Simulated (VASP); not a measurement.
Input of a VASP 6.6.1 run:

File INCAR:

```
SYSTEM = La
PREC = Accurate
ENCUT = 600
EDIFF = 1E-7
ISMEAR = -1
SIGMA = 0.08
LREAL = .False.
LASPH = .True.
NELM = 80
ALGO = Normal
ISIF = 3
LWAVE = .False.
LCHARG = .False.
GGA = PE
IBRION = 2
NSW = 60
EDIFFG = -0.005
```

Contents of KPOINTS:

```
regular mesh
0
Gamma
  12 12 11
  0 0 0
```

Contents of POSCAR:

```
La
1.0
    3.6262864059      0.0000000000      0.0000000000
   -1.8131432030      3.1404561489      0.0000000000
    0.0000000000      0.0000000000      3.4087092216
La
1
Direct
    0.0000000000      0.0000000000      0.0000000000
```

Potentials or basis: VASP PAW PBE potentials, release 64 (La).

Command:

```sh
$ cat potpaw_PBE.64/La/POTCAR > POTCAR
$ mpirun -np 1 vasp_std > vasp.out
```

Estimate the relaxed cell.

a = 3.502 Å, b = 3.502 Å, c = 3.485 Å, α = 90.00°, β = 90.00°, γ = 120.00°.

Estimate the space group after relaxing (to 0.05 Å).

P6/mmm (No. 191).

Estimate the relaxed volume.

37.01 Å³/atom.

Step by step:
```tsv
step	energy change (eV)	largest force (eV/Å)	pressure (GPa)	volume (Å³)
1	0.0000	0.0000	-1.04	38.82
2	-0.0116	0.0000	-0.26	37.42
3	-0.0140	0.0000	0.32	36.51
4	-0.0155	0.0000	0.15	36.78
5	-0.0157	0.0000	0.04	36.94
6	-0.0157	0.0000	0.05	36.93
7	-0.0158	0.0000	0.00	37.01
```
